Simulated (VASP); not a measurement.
Wanted: the native input for a VASP 6.6.1 run.

| Property | Result |
| --- | --- |
| Task | single point |
| Functional | PBE |
| Potentials or basis | VASP PAW PBE potentials, release 64 (Zn, Ir, C) |
| Cutoff | 520 eV |
| k mesh | 8 × 8 × 8 |
| Occupations | gaussian, width 0.1 eV |
| Spin | no spin polarisation |
| Dipole correction | no |
| Further INCAR settings | ALGO = Normal; EDIFF = 1e-07; NBANDS = 38 |

The structure of ZnIr3C4 lies in POSCAR:

```
ZnIr3C4
1.0
    4.3824501638      0.0000000000      0.0000000000
    0.0000000000      4.3824501638      0.0000000000
    0.0000000000      0.0000000000      4.3824501638
Zn Ir C
1 3 4
Direct
    0.5000000000      0.5000000000      0.5000000000
    0.5000000000      0.0000000000      0.0000000000
    0.0000000000      0.5000000000      0.0000000000
    0.0000000000      0.0000000000      0.5000000000
    0.0000000000      0.5000000000      0.5000000000
    0.5000000000      0.0000000000      0.5000000000
    0.5000000000      0.5000000000      0.0000000000
    0.0000000000      0.0000000000      0.0000000000
```

One way to write it, as run:

INCAR

```
SYSTEM = ZnIr3C4
ALGO = Normal
EDIFF = 1E-7
ENCUT = 520
GGA = PE
ISIF = 2
ISMEAR = 0
LASPH = .TRUE.
LCHARG = .FALSE.
LREAL = .FALSE.
LWAVE = .FALSE.
NBANDS = 38
NELM = 60
PREC = Accurate
SIGMA = 0.1
```

KPOINTS

```
k-points
0
G
  8 8 8
  0 0 0
```

Potentials or basis: VASP PAW PBE potentials, release 64 (Zn, Ir, C).

Run with:

```sh
$ cat potpaw_PBE.64/Zn/POTCAR potpaw_PBE.64/Ir/POTCAR potpaw_PBE.64/C/POTCAR > POTCAR
$ mpirun -np 1 vasp_std > vasp.out
```

It gave:

| Item | Value |
| --- | --- |
| Pressure | 1.4 GPa |

It took 87 s on 1 thread of Intel(R) Xeon(R) Platinum 8488C (Sapphire Rapids), on a shared host, peak memory 0.27 GiB.
